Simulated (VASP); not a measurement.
# AgI (I-4m2) in VASP: a series of runs

Runs on AgI. Level: PBE. Tasks: single point, relaxation of cell and atoms.

All numbers are computed with VASP 6.6.1; they aren't measurements. Logs are shortened: lines on timing, memory, paths and dates and some standing lists are left out, and cuts for length are marked.

## Step 1: The cell of the first run

The typed cell holds 2 atoms: a = 4.688 Å, b = 4.688 Å, c = 4.688 Å, α = 120.04°, β = 120.04°, γ = 89.93°.

## Step 2: Single point, PBE

The input, INCAR:

```
SYSTEM = AgI
PREC = Accurate
ENCUT = 500
EDIFF = 1E-6
ISMEAR = 0
SIGMA = 0.01
LREAL = .FALSE.
LASPH = .TRUE.
NELM = 120
ALGO = Normal
ISIF = 2
LWAVE = .FALSE.
LCHARG = .FALSE.
GGA = PE
NBANDS = 16
GGA_COMPAT = .FALSE.
```

The input, KPOINTS:

```
Automatic mesh
0
G
  8 8 8
  0 0 0
```

The input, POSCAR:

```
AgI
1.0
   -2.3424442888      2.3424442888      3.3169320040
    2.3424442888     -2.3424442888      3.3169320040
    2.3424442888      2.3424442888     -3.3169320040
Ag I
1 1
Direct
    0.2500000000      0.7500000000      0.5000000000
    0.0000000000      0.0000000000      0.0000000000
```

Potentials or basis: VASP PAW PBE potentials, release 64 (Ag, I).

The run is started by

```bash
$ cat potpaw_PBE.64/Ag/POTCAR potpaw_PBE.64/I/POTCAR > POTCAR
$ mpirun -np 1 vasp_std > vasp.out
```

OUTCAR:

```text
SYSTEM = AgI
   PREC = Accurate
   ENCUT = 500
   EDIFF = 1E-6
   ISMEAR = 0
   LREAL = .FALSE.
   LASPH = .TRUE.
   NELM = 120
   ISIF = 2
   GGA = PE

 ion  position               nearest neighbor table
   1  0.250  0.750  0.500-   2 2.87   2 2.87   2 2.87   2 2.87
   2  0.000  0.000  0.000-   1 2.87   1 2.87   1 2.87   1 2.87

  LATTYP: Found a body centered tetragonal cell.
 ALAT       =     4.6848885776
 C/A-ratio  =     1.4160131875

  Lattice vectors:

 A1 = (  -2.3424442888,   2.3424442888,   3.3169320040)
 A2 = (   2.3424442888,  -2.3424442888,   3.3169320040)
 A3 = (   2.3424442888,   2.3424442888,  -3.3169320040)

Analysis of symmetry for initial positions (statically):
=====================================================================
 Subroutine PRICEL returns:
 Original cell was already a primitive cell.

 Routine SETGRP: Setting up the symmetry group for a
 body centered tetragonal supercell.

 Subroutine GETGRP returns: Found  8 space group operations
 (whereof  8 operations were pure point group operations)
 out of a pool of 16 trial point group operations.

The static configuration has the point symmetry D_2d.

Analysis of symmetry for dynamics (positions and initial velocities):
=====================================================================
 Subroutine PRICEL returns:
 Original cell was already a primitive cell.

 Routine SETGRP: Setting up the symmetry group for a
 body centered tetragonal supercell.

 Subroutine GETGRP returns: Found  8 space group operations
 (whereof  8 operations were pure point group operations)
 out of a pool of 16 trial point group operations.

The dynamic configuration has the point symmetry D_2d.

 Subroutine INISYM returns: Found  8 space group operations
 (whereof  8 operations are pure point group operations),
 and found     1 'primitive' translations

----------------------------------------------------------------------------------------

                                     Primitive cell

  volume of cell :      72.8006

  direct lattice vectors                    reciprocal lattice vectors
    -2.342444289  2.342444289  3.316932004     0.000000000  0.213452248  0.150741709
     2.342444289 -2.342444289  3.316932004     0.213452248  0.000000000  0.150741709
     2.342444289  2.342444289 -3.316932004     0.213452248  0.213452248  0.000000000

  length of vectors
     4.687870349  4.687870349  4.687870349     0.261313844  0.261313844  0.301867064
[... 75 lines left out ...]
   ISPIN  =      1    spin polarized calculation?
   LNONCOLLINEAR =      F non collinear calculations
   LSORBIT =      F    spin-orbit coupling
   LASPH  =      T    aspherical Exc in radial PAW
   ENCUT  =  500.0 eV  36.75 Ry    6.06 a.u.   8.55  8.55  8.55*2*pi/ulx,y,z
   NELM   =    120;   NELMIN=  2; NELMDL= -5     # of ELM steps
   EDIFF  = 0.1E-05   stopping-criterion for ELM
   LREAL  =      F    real-space projection
   EDIFFG = 0.1E-04   stopping-criterion for IOM
   NSW    =      0    number of steps for IOM
   IBRION =     -1    ionic relax: 0-MD 1-quasi-New 2-CG
   NFREE  =      0    steps in history (QN), initial steepest desc. (CG)
   ISIF   =      2    stress and relaxation
   ISYM   =      2    0-nonsym 1-usesym 2-fastsym
   POTIM  = 0.5000    time-step for ionic-motion
   TEBEG  =    0.0;   TEEND  =   0.0 temperature during run
   PSTRESS=    0.0 pullay stress
   NELECT =      18.0000    total number of electrons
   NUPDOWN=      -1.0000    fix difference up-down
   EMIN   =  10.00;   EMAX   =-10.00  energy-range for DOS
   EFERMI =   0.00;   METHOD = LEGACY
   ISMEAR =     0;   SIGMA  =   0.01  broadening in eV -4-tet -1-fermi 0-gaus
   EFERMI_NEDOS =   21; number of points for ismear=-14 and -15
   IALGO  =     38    algorithm
   IMIX   =      4    mixing-type and parameters
     AMIX     =   0.40;   BMIX     =  1.00
     AMIX_MAG =   1.60;   BMIX_MAG =  1.00
  volume/ion in A,a.u.               =      36.40       245.64
  Fermi-wavevector in a.u.,A,eV,Ry     =   1.027513  1.941718 14.364798  1.055783
  Thomas-Fermi vector in A             =   2.161462
   LORBIT       =      0    0 simple, 1 ext, 2 COOP (PROOUT), +10 PAW based schemes
   GGA     = PE    functional components
   LHFCALC =     F    Hartree Fock is set to
   AEXX    =    0.0000 exact exchange contribution
   IVDW    =     0    specifies the selected vdW correction
   LEPSILON=     F    determine dielectric tensor
   LRPA    =     F    only Hartree local field effects (RPA)
 non-spin polarized calculation
 Gauss-broadening in eV      SIGMA  =   0.01
  energy-cutoff  :      500.00
  volume of cell :       72.80
 maximum number of plane-waves:      1868
 NGX is ok and might be reduce to    36
   NGX = 17   NGY = 17   NGZ = 17

 number of electron      18.0000004 magnetization

 Free energy of the ion-electron system (eV)
  ---------------------------------------------------
  ext. energy  EPLUGINS =         0.00000000
  ---------------------------------------------------
  free energy    TOTEN  =        -4.79209356 eV

  energy without entropy =       -4.79209356  energy(sigma->0) =       -4.79209356

 E-fermi :   2.5513     XC(G=0):  -8.1494

 val. band max:        2.4703883383   @ k =   0.0000   0.0000   0.0000
 cond. band min:       3.8147797445   @ k =   0.0000   0.0000   0.0000
 fundamental gap:      1.3443914062
 Fermi energy:         2.5513447351

 k-point     1 :       0.0000    0.0000    0.0000
  band No.  band energies     occupation
      1     -10.0089      2.00000
      2      -1.3966      2.00000
      3      -1.3959      2.00000
      4      -1.3959      2.00000
      5      -0.3516      2.00000
      6      -0.3507      2.00000
[... 433 lines left out ...]
      3      -1.2137      2.00000
      4      -1.0581      2.00000
      5      -0.3807      2.00000
      6      -0.3095      2.00000
[... 8 lines left out ...]
     15      13.0836      0.00000
     16      13.6871      0.00000

 [... further k-points ...]
[... 5 lines left out ...]
  --------------------------------------------------------------------------------------
  -------------------------------------------------------------------------------------
  Total       -0.0171832     -0.0171832     -0.0211398      0.0000000      0.0000000      0.0000000
  in kB       -0.3781628     -0.3781628     -0.4652392      0.0000000      0.0000000      0.0000000
  external PRESSURE =      -0.4071883 kB  Pullay stress =       0.0000000 kB

 VOLUME and BASIS-vectors are now :
 -----------------------------------------------------------------------------
  energy-cutoff  :      500.00
  volume of cell :       72.80
      direct lattice vectors                 reciprocal lattice vectors
    -2.342444289  2.342444289  3.316932004     0.000000000  0.213452248  0.150741709
     2.342444289 -2.342444289  3.316932004     0.213452248  0.000000000  0.150741709
     2.342444289  2.342444289 -3.316932004     0.213452248  0.213452248  0.000000000

 POSITION                                       TOTAL-FORCE (eV/Angst)
 -----------------------------------------------------------------------------------
      2.34244     -0.00000      1.65847        -0.000000      0.000000     -0.000000
      0.00000      0.00000      0.00000         0.000000     -0.000000      0.000000
 -----------------------------------------------------------------------------------
    total drift:                                0.000000     -0.000000      0.000000

  FREE ENERGIE OF THE ION-ELECTRON SYSTEM (eV)
  ---------------------------------------------------
  free  energy   TOTEN  =        -4.7920935625 eV

  energy  without entropy=       -4.7920935625  energy(sigma->0) =       -4.79209356
```

OSZICAR:

```text
N       E                     dE             d eps       ncg     rms          rms(c)
DAV:   1     0.831932411080E+02    0.83193E+02   -0.74711E+03  1888   0.911E+02
DAV:   2    -0.224545275594E+01   -0.85439E+02   -0.79934E+02  2312   0.188E+02
DAV:   3    -0.484996352328E+01   -0.26045E+01   -0.25979E+01  2384   0.335E+01
DAV:   4    -0.487266365717E+01   -0.22700E-01   -0.22699E-01  2528   0.352E+00
DAV:   5    -0.487310345957E+01   -0.43980E-03   -0.43980E-03  2424   0.493E-01    0.450E+00
DAV:   6    -0.479186031848E+01    0.81243E-01   -0.21760E-01  2248   0.652E+00    0.344E+00
DAV:   7    -0.479137300044E+01    0.48732E-03   -0.42573E-02  2096   0.121E+00    0.150E+00
DAV:   8    -0.479179637657E+01   -0.42338E-03   -0.26891E-03  2376   0.462E-01    0.255E-01
DAV:   9    -0.479201412118E+01   -0.21774E-03   -0.42372E-04  2368   0.238E-01    0.563E-02
DAV:  10    -0.479205410031E+01   -0.39979E-04   -0.28388E-05  2504   0.546E-02    0.202E-02
DAV:  11    -0.479209388935E+01   -0.39789E-04   -0.51588E-05  2312   0.499E-02    0.135E-02
DAV:  12    -0.479209356248E+01    0.32688E-06   -0.24594E-06  2328   0.151E-02
   1 F= -.47920936E+01 E0= -.47920936E+01  d E =-.770039E-33
```

stdout:

```text
POSCAR found type information on POSCAR AgI
 POSCAR found :  2 types and       2 ions
 scaLAPACK will be used
 LDA part: xc-table for (Slater+PW92), standard interpolation
 POSCAR, INCAR and KPOINTS ok, starting setup
 FFT: planning ... GRIDC
 FFT: planning ... GRID_SOFT
 FFT: planning ... GRID
 WAVECAR not read
 entering main loop
```

It took 45 s on 1 thread of Intel Xeon Platinum 8488C (Sapphire Rapids), shared host; peak memory 0.24 GiB.

What came out:

```yaml
Free_energy: -4.7921 eV
Pressure: 0.0 GPa
Band_gap_on_the_k_mesh: 1.34 eV, direct
```

Caveat: spin-orbit coupling is left out, which moves the levels of the heavy elements.

## Step 3: Relaxation of cell and atoms, PBE

The input, INCAR:

```
ALGO     = Normal         # electronic algorithm
EDIFF    = 1E-7           # SCF threshold, eV
EDIFFG   = -0.001         # ionic threshold
ENCUT    = 500            # plane-wave cutoff, eV
GGA      = PE             # functional
GGA_COMPAT= False        
IBRION   = 2              # ionic algorithm
ISIF     = 3              # what is computed and relaxed
ISMEAR   = 0              # smearing method
LASPH    = True           # aspherical terms in the spheres
LCHARG   = False          # write CHGCAR
LREAL    = False          # projectors in reciprocal space
LWAVE    = False          # write WAVECAR
NELM     = 120            # most SCF steps
NELMIN   = 4            
NSW      = 80             # ionic steps
PREC     = Accurate       # precision mode
SIGMA    = 0.01           # smearing width, eV
```

The input, KPOINTS:

```
k-points
0
Gamma
  8 8 8
```

POSCAR is that of step 2.

Potentials or basis: VASP PAW PBE potentials, release 64 (Ag, I).

The run is started by

```bash
$ cat potpaw_PBE.64/Ag/POTCAR potpaw_PBE.64/I/POTCAR > POTCAR
$ mpirun -np 1 vasp_std > vasp.out
```

Run time: 2.2 min. Hardware: 1 thread of Intel Xeon Platinum 8488C (Sapphire Rapids), shared host; peak memory 0.24 GiB.

Results (log left out):

* Free energy: -4.7921 eV
* Relaxed volume: 36.33 Å³/atom
* Relaxed cell: a = 4.685 Å, b = 4.685 Å, c = 4.685 Å, α = 120.04°, β = 120.04°, γ = 89.93°
* Space group after relaxing (to 0.05 Å): F-43m (No. 216)
* Energy gained by relaxing: 0.0 meV/atom
* Ionic steps: 6
* Pressure after relaxing: 0.0 GPa
* Band gap on the k mesh: 1.34 eV, direct

Final structure:
```
Ag I
1.0
    -2.34106    2.34106    3.31460
     2.34106   -2.34106    3.31460
     2.34106    2.34106   -3.31460
Ag I
1 1
Cartesian
  2.3411 0.0000 1.6573
  0.0000 0.0000 0.0000
```

Levels at points of the mesh, in eV from the valence-band top:
```csv
k point,band 6,band 7,band 8,band 9,band 10,band 11,band 12,band 13
"(0.00, 0.00, 0.00)",-2.83,0.00,0.00,0.00,1.34,5.85,5.85,5.85
"(0.50, 0.00, 0.00)",-2.80,-2.71,-0.64,-0.64,2.79,6.30,6.31,7.11
"(0.50, 0.50, 0.00)",-2.72,-2.39,-1.60,-1.60,3.78,3.86,8.32,9.44
"(0.50, 0.50, 0.50)",-2.72,-2.39,-1.60,-1.60,3.78,3.86,8.31,9.44
```

Caveat: spin-orbit coupling is left out, which moves the levels of the heavy elements. PBE gaps usually lie below the measured ones, often by a third to a half.
